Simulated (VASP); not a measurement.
Write the native input for VASP 6.6.1 that does the following.

```
Task                   : single point
Functional             : LDA
Potentials or basis    : VASP PAW LDA potentials, release 64 (Hf_pv)
Cutoff                 : 520 eV
k mesh                 : 13 × 13 × 13
Occupations            : fermi-dirac, width 0.03 eV
Spin                   : no spin polarisation
Dipole correction      : no
Further INCAR settings : ALGO = Normal; EDIFF = 1e-06; NBANDS = 11
```

The structure of Hf lies in POSCAR:

```
Hf
1.0
    0.0000000000      2.2866000000      2.2200000000
    2.2866000000      0.0000000000      2.2200000000
    2.2866000000      2.2866000000      0.0000000000
Hf
1
Direct
    0.0000000000      0.0000000000      0.0000000000
```

This cell differs from its parent crystal: equal xx and yy strain of +3 %.

These files were run (other wordings do the same):

INCAR

```
SYSTEM = Hf
  PREC = Accurate
  ENCUT = 520
  EDIFF = 1E-6
  ISMEAR = -1
  SIGMA = 0.03
  LREAL = .FALSE.
  LASPH = .TRUE.
  NELM = 60
  ALGO = Normal
  ISIF = 2
  LWAVE = .FALSE.
  LCHARG = .FALSE.
  GGA = CA
  NBANDS = 11
```

KPOINTS

```
Automatic mesh
0
G
  13 13 13
  0 0 0
```

Potentials or basis: VASP PAW LDA potentials, release 64 (Hf_pv).

The run is started by

```bash
$ cat potpaw_LDA.64/Hf_pv/POTCAR > POTCAR
$ mpirun -np 1 vasp_std > vasp.out
```

Results of the run:

* Pressure: -10.8 GPa
* Band gap on the k mesh: zero (band 5 reaches 5.56 eV, above the bottom of band 6 at 3.76 eV)

Caveat: the cell differs from its parent crystal (equal xx and yy strain of +3 %); spin-orbit coupling is left out, which moves the levels of the heavy elements.

It took 10 s on 1 thread of Intel(R) Xeon(R) 6975P-C (Granite Rapids), with other jobs on the host, peak memory 0.16 GiB.
